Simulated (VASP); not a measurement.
A run of VASP 6.6.1 is set up as follows.

File INCAR:

```
PREC     = Accurate       # precision mode
ENCUT    = 600            # plane-wave cutoff, eV
EDIFF    = 1E-6           # SCF threshold, eV
ISMEAR   = 0              # smearing method
SIGMA    = 0.02           # smearing width, eV
LREAL    = False          # projectors in reciprocal space
LASPH    = True           # aspherical terms in the spheres
NELM     = 80             # most SCF steps
ALGO     = Normal         # electronic algorithm
ISIF     = 3              # what is computed and relaxed
LWAVE    = False          # write WAVECAR
LCHARG   = False          # write CHGCAR
IBRION   = 2              # ionic algorithm
NSW      = 100            # ionic steps
EDIFFG   = -0.005         # ionic threshold
```

The input KPOINTS:

```
regular mesh
0
Gamma
  12 12 12
```

File POSCAR:

```
GaAs
1.0
    0.0000000000      2.8016907960      2.8016907960
    2.8016907960      0.0000000000      2.8016907960
    2.8016907960      2.8016907960      0.0000000000
Ga As
1 1
Direct
    0.0000000000      0.0000000000      0.0000000000
    0.7500000000      0.7500000000      0.7500000000
```

Potentials or basis: VASP PAW LDA potentials, release 64 (Ga_d, As).

Run with:

```console
$ cat potpaw_LDA.64/Ga_d/POTCAR potpaw_LDA.64/As/POTCAR > POTCAR
$ mpirun -np 1 vasp_std > vasp.out
```

Task: What does it give for the relaxed volume?

Result: 22.08 Å³/atom.

Task: Estimate the space group after relaxing (to 0.05 Å).

Result: F-43m (No. 216).

Task: What does it give for the relaxed cell?

Result: a = 3.967 Å, b = 3.967 Å, c = 3.967 Å, α = 60.00°, β = 60.00°, γ = 60.00°.

Final structure:
```
Ga As
1.0
     0.00000    2.80543    2.80543
     2.80543    0.00000    2.80543
     2.80543    2.80543    0.00000
Ga As
1 1
Direct
  0.00000 0.00000 0.00000
  0.75000 0.75000 0.75000
```
